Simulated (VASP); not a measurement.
The system is Pb.

```xyz
1
Lattice="0.0000 2.4375 2.4375 2.4375 0.0000 2.4375 2.4375 2.4375 0.0000" Properties=species:S:1:pos:R:3 pbc="T T T"
Pb    0.0000    0.0000    0.0000
```

Base run:

| Quantity | Value |
| --- | --- |
| Program | VASP 6.6.1 |
| Functional | LDA |
| Potentials or basis | VASP PAW LDA potentials, release 64 (Pb_d) |
| Cutoff | 520 eV |
| k mesh | 11 × 11 × 11 |
| Occupations | fermi-dirac, width 0.1 eV |
| Spin | no spin polarisation |

Its results: band gap on the k mesh zero (band 7 reaches 15.25 eV, above the bottom of band 8 at 6.00 eV); pressure 0.0 GPa.

After a change of settings the same cell gave: band gap on the k mesh zero (band 7 reaches 15.25 eV, above the bottom of band 8 at 6.00 eV); pressure 1.6 GPa. Which change was it?
A. occupations from fermi-dirac, width 0.1 eV to gaussian, width 0.2 eV; further incar settings from ALGO = Normal; EDIFF = 1e-07; NBANDS = 13 to ALGO = Normal; EDIFF = 1e-06; NBANDS = 13
B. further incar settings from ALGO = Normal; EDIFF = 1e-07; NBANDS = 13 to ALGO = Normal; EDIFF = 1e-06; NBANDS = 13
C. k mesh from 11 × 11 × 11 to 18 × 18 × 18; further incar settings from ALGO = Normal; EDIFF = 1e-07; NBANDS = 13 to ALGO = Normal; EDIFF = 1e-06; NBANDS = 13
D. occupations from fermi-dirac, width 0.1 eV to fermi-dirac, width 0.6 eV

D.

Caveats: spin-orbit coupling is left out, which moves the levels of the heavy elements.
